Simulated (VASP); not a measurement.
# ZnS (P6_3mc) in VASP: notebook

The runs below take ZnS through single point, with r2SCAN.

Program: VASP 6.6.1. These are calculated values, not measurements. Logs are shortened: lines on timing, memory, paths and dates and some standing lists are left out, and cuts for length are marked.

### Step 1. The cell of the first run

The structure is hexagonal, space group P6_3mc (No. 186). The conventional cell has a = 3.807 Å, b = 3.807 Å, c = 6.182 Å, α = 90.00°, β = 90.00°, γ = 120.00°. Zn (site symmetry 3m) has 4 S at 2.32 to 2.33 Å within 3.1 Å. S (site symmetry 3m) has 4 Zn at 2.32 to 2.33 Å within 3.1 Å.

### Step 2. Single point, r2SCAN

The input, POSCAR:

```
ZnS
1.0
    3.8065185603      0.0000000000      0.0000000000
   -1.9032592801      3.2965417732      0.0000000000
    0.0000000000      0.0000000000      6.1823548551
Zn S
2 2
Direct
    0.3333333333      0.6666666667     -0.0005179002
    0.6666666667      0.3333333333      0.4994820998
    0.3333333333      0.6666666667      0.3755179002
    0.6666666667      0.3333333333      0.8755179002
```

The input, INCAR.step1:

```
ALGO     = Normal         # electronic algorithm
EDIFF    = 1E-4           # SCF threshold, eV
ENCUT    = 520            # plane-wave cutoff, eV
GGA      = PE             # functional
ISMEAR   = 0              # smearing method
LASPH    = True           # aspherical terms in the spheres
LCHARG   = False          # write CHGCAR
LREAL    = False          # projectors in reciprocal space
LWAVE    = True           # write WAVECAR
NBANDS   = 26             # bands
NELM     = 60             # most SCF steps
PREC     = Accurate       # precision mode
SIGMA    = 0.02           # smearing width, eV
```

The input, INCAR.step2:

```
ALGO     = Normal         # electronic algorithm
EDIFF    = 1E-6           # SCF threshold, eV
ENCUT    = 520            # plane-wave cutoff, eV
ISIF     = 2              # what is computed and relaxed
ISMEAR   = 0              # smearing method
ISTART   = 1            
LASPH    = True           # aspherical terms in the spheres
LCHARG   = False          # write CHGCAR
LMIXTAU  = True         
LREAL    = False          # projectors in reciprocal space
LWAVE    = False          # write WAVECAR
METAGGA  = R2SCAN         # meta-GGA
NBANDS   = 26             # bands
NELM     = 60             # most SCF steps
PREC     = Accurate       # precision mode
SIGMA    = 0.02           # smearing width, eV
```

The input, KPOINTS:

```
k-points
0
Gamma
  6 6 4
```

Potentials or basis: VASP PAW PBE potentials, release 64 (Zn, S).

Run with:

```bash
> cat potpaw_PBE.64/Zn/POTCAR potpaw_PBE.64/S/POTCAR > POTCAR
> cp INCAR.step1 INCAR
> mpirun -np 1 vasp_std > vasp.out
> cp INCAR.step2 INCAR
> mpirun -np 1 vasp_std > vasp.out
```

OUTCAR:

```text
EDIFF = 1E-6
   ENCUT = 520
   ISIF = 2
   ISMEAR = 0
   ISTART = 1
   LASPH = True
   LREAL = False
   METAGGA = R2SCAN
   NELM = 60
   PREC = Accurate

 ion  position               nearest neighbor table
   1  0.333  0.667  0.999-   3 2.32   4 2.33   4 2.33   4 2.33
   2  0.667  0.333  0.499-   4 2.32   3 2.33   3 2.33   3 2.33
   3  0.333  0.667  0.376-   1 2.32   2 2.33   2 2.33   2 2.33
   4  0.667  0.333  0.876-   2 2.32   1 2.33   1 2.33   1 2.33

  LATTYP: Found a hexagonal cell.
 ALAT       =     3.8065185603
 C/A-ratio  =     1.6241494051

  Lattice vectors:

 A1 = (   3.8065185603,   0.0000000000,   0.0000000000)
 A2 = (  -1.9032592801,   3.2965417732,   0.0000000000)
 A3 = (   0.0000000000,   0.0000000000,   6.1823548551)

Analysis of symmetry for initial positions (statically):
=====================================================================
 Subroutine PRICEL returns:
 Original cell was already a primitive cell.

 Routine SETGRP: Setting up the symmetry group for a
 hexagonal supercell.

 Subroutine GETGRP returns: Found 12 space group operations
 (whereof  6 operations were pure point group operations)
 out of a pool of 24 trial point group operations.

The static configuration has the point symmetry C_3v.
 The point group associated with its full space group is C_6v.

Analysis of symmetry for dynamics (positions and initial velocities):
=====================================================================
 Subroutine PRICEL returns:
 Original cell was already a primitive cell.

 Routine SETGRP: Setting up the symmetry group for a
 hexagonal supercell.

 Subroutine GETGRP returns: Found 12 space group operations
 (whereof  6 operations were pure point group operations)
 out of a pool of 24 trial point group operations.

The dynamic configuration has the point symmetry C_3v.
 The point group associated with its full space group is C_6v.

 Subroutine INISYM returns: Found 12 space group operations
 (whereof  6 operations are pure point group operations),
 and found     1 'primitive' translations

----------------------------------------------------------------------------------------

                                     Primitive cell

  volume of cell :      77.5783

  direct lattice vectors                    reciprocal lattice vectors
     3.806518560  0.000000000  0.000000000     0.262707244  0.151674098  0.000000000
    -1.903259280  3.296541773  0.000000000     0.000000000  0.303348196  0.000000000
     0.000000000  0.000000000  6.182354855     0.000000000  0.000000000  0.161750664

  length of vectors
     3.806518560  3.806518560  6.182354855     0.303348196  0.303348196  0.161750664

  position of ions in fractional coordinates (direct lattice)
     0.333333333  0.666666667  0.999482100
     0.666666667  0.333333333  0.499482100
     0.333333333  0.666666667  0.375517900
     0.666666667  0.333333333  0.875517900

  ion indices of the primitive-cell ions
   primitive index   ion index
                 1           1
                 2           2
                 3           3
                 4           4

----------------------------------------------------------------------------------------

 KPOINTS: k-points

Automatic generation of k-mesh.
 Grid dimensions read from file:
 generate k-points for:    6    6    4

 Generating k-lattice:

  Cartesian coordinates                     Fractional coordinates (reciprocal lattice)
     0.043784541  0.025279016  0.000000000     0.166666667  0.000000000  0.000000000
     0.000000000  0.050558033  0.000000000     0.000000000  0.166666667  0.000000000
     0.000000000  0.000000000  0.040437666     0.000000000  0.000000000  0.250000000

  Length of vectors
     0.050558033  0.050558033  0.040437666

  Shift w.r.t. Gamma in fractional coordinates (k-lattice)
     0.000000000  0.000000000  0.000000000

 Subroutine IBZKPT returns following result:
 ===========================================

 Found     21 irreducible k-points:

 Following reciprocal coordinates:
            Coordinates               Weight
  0.000000  0.000000  0.000000      1.000000
  0.166667  0.000000  0.000000      6.000000
  0.333333  0.000000  0.000000      6.000000
  0.500000  0.000000  0.000000      3.000000
  0.166667  0.166667  0.000000      6.000000
  0.333333  0.166667  0.000000     12.000000
[... 13 lines left out ...]
  0.333333  0.166667  0.500000     12.000000
  0.333333  0.333333  0.500000      2.000000
   k-points           NKPTS =     21   k-points in BZ     NKDIM =     21   number of bands    NBANDS=     26
   number of dos      NEDOS =    301   number of ions     NIONS =      4
   total plane-waves  NPLWV =  37632
   dimension x,y,z NGX =    28 NGY =   28 NGZ =   48
   dimension x,y,z NGXF=    56 NGYF=   56 NGZF=   96
   ions per type =               2   2
   NGX,Y,Z   is equivalent  to a cutoff of  12.23, 12.23, 12.91 a.u.
   NGXF,Y,Z  is equivalent  to a cutoff of  24.46, 24.46, 25.81 a.u.
 SYSTEM =  unknown system
   PREC   = accura    normal or accurate (medium, high low for compatibility)
   ISTART =      1    job   : 0-new  1-cont  2-samecut
   ICHARG =      0    charge: 1-file 2-atom 10-const
   ISPIN  =      1    spin polarized calculation?
   LNONCOLLINEAR =      F non collinear calculations
   LSORBIT =      F    spin-orbit coupling
   LASPH  =      T    aspherical Exc in radial PAW
   ENCUT  =  520.0 eV  38.22 Ry    6.18 a.u.   7.08  7.08 11.50*2*pi/ulx,y,z
   NELM   =     60;   NELMIN=  2; NELMDL=  0     # of ELM steps
   EDIFF  = 0.1E-05   stopping-criterion for ELM
   LREAL  =      F    real-space projection
   EDIFFG = 0.1E-04   stopping-criterion for IOM
   NSW    =      0    number of steps for IOM
   IBRION =     -1    ionic relax: 0-MD 1-quasi-New 2-CG
   NFREE  =      0    steps in history (QN), initial steepest desc. (CG)
   ISIF   =      2    stress and relaxation
   ISYM   =      2    0-nonsym 1-usesym 2-fastsym
   POTIM  = 0.5000    time-step for ionic-motion
   TEBEG  =    0.0;   TEEND  =   0.0 temperature during run
   PSTRESS=    0.0 pullay stress
   NELECT =      36.0000    total number of electrons
   NUPDOWN=      -1.0000    fix difference up-down
   EMIN   =  10.00;   EMAX   =-10.00  energy-range for DOS
   EFERMI =   0.00;   METHOD = LEGACY
   ISMEAR =     0;   SIGMA  =   0.02  broadening in eV -4-tet -1-fermi 0-gaus
   EFERMI_NEDOS =   21; number of points for ismear=-14 and -15
   IALGO  =     38    algorithm
   IMIX   =      4    mixing-type and parameters
     AMIX     =   0.40;   BMIX     =  1.00
     AMIX_MAG =   1.60;   BMIX_MAG =  1.00
  volume/ion in A,a.u.               =      19.39       130.88
  Fermi-wavevector in a.u.,A,eV,Ry     =   1.267444  2.395122 21.856600  1.606415
  Thomas-Fermi vector in A             =   2.400592
   LORBIT       =      0    0 simple, 1 ext, 2 COOP (PROOUT), +10 PAW based schemes
   METAGGA = R2SCAN    functional components
   LHFCALC =     F    Hartree Fock is set to
   AEXX    =    0.0000 exact exchange contribution
   IVDW    =     0    specifies the selected vdW correction
   LEPSILON=     F    determine dielectric tensor
   LRPA    =     F    only Hartree local field effects (RPA)
 non-spin polarized calculation
 Gauss-broadening in eV      SIGMA  =   0.02
  energy-cutoff  :      520.00
  volume of cell :       77.58
 maximum number of plane-waves:      2115
   NGX = 15   NGY = 15   NGZ = 23

 number of electron      35.9999969 magnetization

 Free energy of the ion-electron system (eV)
  ---------------------------------------------------
  ext. energy  EPLUGINS =         0.00000000
  ---------------------------------------------------
  free energy    TOTEN  =       -37.71730388 eV

  energy without entropy =      -37.71730388  energy(sigma->0) =      -37.71730388

 E-fermi :   2.1048     XC(G=0): -10.3624

 val. band max:        1.9959346406   @ k =   0.0000   0.0000   0.0000
 cond. band min:       4.8608999670   @ k =   0.0000   0.0000   0.0000
 fundamental gap:      2.8649653264
 Fermi energy:         2.1048156088

 k-point     1 :       0.0000    0.0000    0.0000
  band No.  band energies     occupation
      1     -11.8130      2.00000
      2     -10.8125      2.00000
      3      -4.5572      2.00000
      4      -4.5486      2.00000
      5      -4.5485      2.00000
      6      -4.4563      2.00000
[... 18 lines left out ...]
     25      10.2262      0.00000
     26      11.9991      0.00000

 k-point     2 :       0.1667    0.0000    0.0000
  band No.  band energies     occupation
      1     -11.6233      2.00000
      2     -10.7124      2.00000
      3      -4.5618      2.00000
      4      -4.5164      2.00000
      5      -4.5108      2.00000
      6      -4.4298      2.00000
[... 18 lines left out ...]
     25      10.7679      0.00000
     26      11.0828      0.00000

 k-point     3 :       0.3333    0.0000    0.0000
  band No.  band energies     occupation
      1     -11.1674      2.00000
      2     -10.5363      2.00000
      3      -4.5472      2.00000
      4      -4.4500      2.00000
      5      -4.4465      2.00000
      6      -4.2978      2.00000
[... 18 lines left out ...]
     25      11.3216      0.00000
     26      12.4316      0.00000

 k-point     4 :       0.5000    0.0000    0.0000
  band No.  band energies     occupation
      1     -10.8515      2.00000
      2     -10.5048      2.00000
      3      -4.5312      2.00000
      4      -4.4292      2.00000
      5      -4.2851      2.00000
      6      -4.2603      2.00000
[... 18 lines left out ...]
     25      11.7040      0.00000
     26      14.2544      0.00000
[... 409 lines left out ...]
      1     -10.9499      2.00000
      2     -10.9499      2.00000
      3      -4.5283      2.00000
      4      -4.5283      2.00000
      5      -4.4144      2.00000
      6      -4.4144      2.00000
[... 18 lines left out ...]
     25      10.9646      0.00000
     26      10.9646      0.00000

 k-point    20 :       0.3333    0.1667    0.5000
  band No.  band energies     occupation
      1     -10.6725      2.00000
      2     -10.6725      2.00000
      3      -4.4837      2.00000
      4      -4.4837      2.00000
      5      -4.3382      2.00000
      6      -4.3382      2.00000
[... 18 lines left out ...]
     25      11.7110      0.00000
     26      11.7110      0.00000

 k-point    21 :       0.3333    0.3333    0.5000
  band No.  band energies     occupation
      1     -10.5774      2.00000
      2     -10.5774      2.00000
      3      -4.4081      2.00000
      4      -4.4081      2.00000
      5      -4.3633      2.00000
      6      -4.3633      2.00000
[... 18 lines left out ...]
     25      12.2427      0.00000
     26      12.2427      0.00000

------------------------ aborting loop because EDIFF is reached ----------------------------------------

  FORCE on cell =-STRESS in cart. coord.  units (eV):
  Direction    XX          YY          ZZ          XY          YZ          ZX
  --------------------------------------------------------------------------------------
  -------------------------------------------------------------------------------------
  Total        0.2705799      0.2705799      0.8053247      0.0000000      0.0000000      0.0000000
  in kB        5.5881199      5.5881199     16.6318730      0.0000000      0.0000000      0.0000000
  external PRESSURE =       9.2693709 kB  Pullay stress =       0.0000000 kB

 VOLUME and BASIS-vectors are now :
 -----------------------------------------------------------------------------
  energy-cutoff  :      520.00
  volume of cell :       77.58
      direct lattice vectors                 reciprocal lattice vectors
     3.806518560  0.000000000  0.000000000     0.262707244  0.151674098  0.000000000
    -1.903259280  3.296541773  0.000000000     0.000000000  0.303348196  0.000000000
     0.000000000  0.000000000  6.182354855     0.000000000  0.000000000  0.161750664

 POSITION                                       TOTAL-FORCE (eV/Angst)
 -----------------------------------------------------------------------------------
     -0.00000      2.19769      6.17915         0.000000     -0.000000      0.003083
      1.90326      1.09885      3.08798        -0.000000      0.000000      0.003083
     -0.00000      2.19769      2.32158         0.000000      0.000000     -0.003083
      1.90326      1.09885      5.41276        -0.000000     -0.000000     -0.003083
 -----------------------------------------------------------------------------------
    total drift:                                0.000000      0.000000      0.022253

  FREE ENERGIE OF THE ION-ELECTRON SYSTEM (eV)
  ---------------------------------------------------
  free  energy   TOTEN  =       -37.7173038793 eV

  energy  without entropy=      -37.7173038793  energy(sigma->0) =      -37.71730388
```

Run time: 4.3 min. Hardware: 1 thread of AMD EPYC 7R13, shared host; peak memory 0.18 GiB.

What came out:

| Property | Result |
| --- | --- |
| Free energy | -37.7173 eV |
| Pressure | 0.9 GPa |
| Largest force | 0.003 eV/Å |
| Band gap on the k mesh | 2.87 eV, direct |

Forces in eV/Å, atoms in the order of the input:
```
Zn   0.000  0.000  0.003
Zn   0.000  0.000  0.003
S    0.000  0.000 -0.003
S    0.000  0.000 -0.003
```

Stress tensor (GPa, compression positive):
```
0.56 0.00 0.00
0.00 0.56 0.00
0.00 0.00 1.66
```

Levels at points of the mesh, in eV from the valence-band top:
```csv
k point,band 14,band 15,band 16,band 17,band 18,band 19,band 20,band 21,band 22,band 23
"(0.00, 0.00, 0.00)",-0.96,-0.96,-0.04,0.00,0.00,2.87,3.56,6.76,6.76,7.19
"(0.50, 0.00, 0.00)",-4.20,-3.38,-2.37,-1.72,-0.92,4.00,4.84,5.51,7.39,8.15
"(0.00, 0.00, 0.50)",-2.86,-0.50,-0.50,-0.50,-0.50,4.10,4.10,7.22,7.22,7.22
"(0.50, 0.00, 0.50)",-4.99,-1.70,-1.70,-1.65,-1.65,4.00,4.00,5.67,5.67,9.43
```

Caveat: the PAW data sets were made with another functional, which shifts forces and pressure a little. r2SCAN opens gaps a little over a GGA but as a rule still falls short of measured ones.

### Step 3. Single point, r2SCAN

This run uses another cell than the first one, of 19.59 Å³/atom, 1.010 times its volume.

The input, POSCAR:

```
ZnS
1.0
    3.8065185602      0.0000000000      0.0000000000
   -1.9032592801      3.2965417732      0.0000000000
    0.0000000000      0.0000000000      6.2448028839
Zn S
2 2
Direct
    0.3333333333      0.6666666667      0.0003440806
    0.6666666667      0.3333333333      0.5003440806
    0.3333333333      0.6666666667      0.3746559194
    0.6666666667      0.3333333333      0.8746559194
```

The input, INCAR.step1:

```
ALGO = Normal ; EDIFF = 1E-4
ENCUT = 520 ; GGA = PE
ISMEAR = 0 ; LASPH = T
LCHARG = F ; LREAL = F
LWAVE = T ; NBANDS = 26
NELM = 100 ; PREC = Accurate
SIGMA = 0.02
```

The input, INCAR.step2:

```
ALGO = Normal ; EDIFF = 1E-6
ENCUT = 520 ; ISIF = 2
ISMEAR = 0 ; ISTART = 1
LASPH = T ; LCHARG = F
LMIXTAU = T ; LREAL = F
LWAVE = F ; METAGGA = R2SCAN
NBANDS = 26 ; NELM = 100
PREC = Accurate ; SIGMA = 0.02
```

KPOINTS is that of step 2.

Potentials or basis: VASP PAW PBE potentials, release 64 (Zn, S).

Run with:

```bash
> cat potpaw_PBE.64/Zn/POTCAR potpaw_PBE.64/S/POTCAR > POTCAR
> cp INCAR.step1 INCAR
> mpirun -np 1 vasp_std > vasp.out
> cp INCAR.step2 INCAR
> mpirun -np 1 vasp_std > vasp.out
```

It took 5 min on 1 thread of AMD EPYC 7R13, shared host; peak memory 0.18 GiB.

It converged, with:

| Item | Value |
| --- | --- |
| Free energy | -37.7212 eV |
| Pressure | 0.1 GPa |
| Band gap on the k mesh | 2.79 eV, direct |

Forces in eV/Å, atoms in the order of the input:
```
Zn   0.000  0.000 -0.002
Zn   0.000  0.000 -0.002
S    0.000  0.000  0.002
S    0.000  0.000  0.002
```

Levels at points of the mesh, in eV from the valence-band top:
```tsv
k point	band 16	band 17	band 18	band 19	band 20	band 21
(0.00, 0.00, 0.00)	-0.08	0.00	0.00	2.79	3.62	6.80
(0.50, 0.00, 0.00)	-2.31	-1.73	-0.91	4.04	4.78	5.45
(0.00, 0.00, 0.50)	-0.48	-0.48	-0.48	4.11	4.11	7.26
(0.50, 0.00, 0.50)	-1.68	-1.66	-1.66	3.96	3.96	5.66
```

Caveat: the PAW data sets were made with another functional, which shifts forces and pressure a little. r2SCAN opens gaps a little over a GGA but as a rule still falls short of measured ones.
